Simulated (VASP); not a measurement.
A run of VASP 6.6.1 is set up as follows.

Contents of INCAR:

```
PREC = Accurate
ENCUT = 520
EDIFF = 1E-6
ISMEAR = 0
SIGMA = 0.1
LREAL = False
LASPH = True
NELM = 80
ALGO = Normal
ISIF = 2
LWAVE = False
LCHARG = False
GGA = PE
NBANDS = 10
```

Contents of KPOINTS:

```
regular mesh
0
Gamma
  18 18 14
```

The input POSCAR:

```
Al
1.0
    2.0208104607      2.0208104607      0.0000000000
   -2.0208104607      2.0208104607      0.0000000000
    0.0000000000      0.0000000000      3.8597479799
Al
2
Direct
    0.0000000000      0.0000000000      0.0000000000
    0.5000000000      0.5000000000      0.5000000000
```

Potentials or basis: VASP PAW PBE potentials, release 64 (Al).

Launch:

```bash
$ cat potpaw_PBE.64/Al/POTCAR > POTCAR
$ mpirun -np 1 vasp_std > vasp.out
```

Question: Predict the band gap on the k mesh.

Answer: Zero (bands 3 and 4 overlap by 11.77 eV).

Question: Predict the pressure.

Answer: 4.1 GPa.

Stress tensor (GPa, compression positive):
```
3.53 0.00 0.00
0.00 3.53 0.00
0.00 0.00 5.21
```

Caveat: the cell differs from its parent crystal (strain along c alone, the other axes held: -4.5 %); the cell stands under pressure.
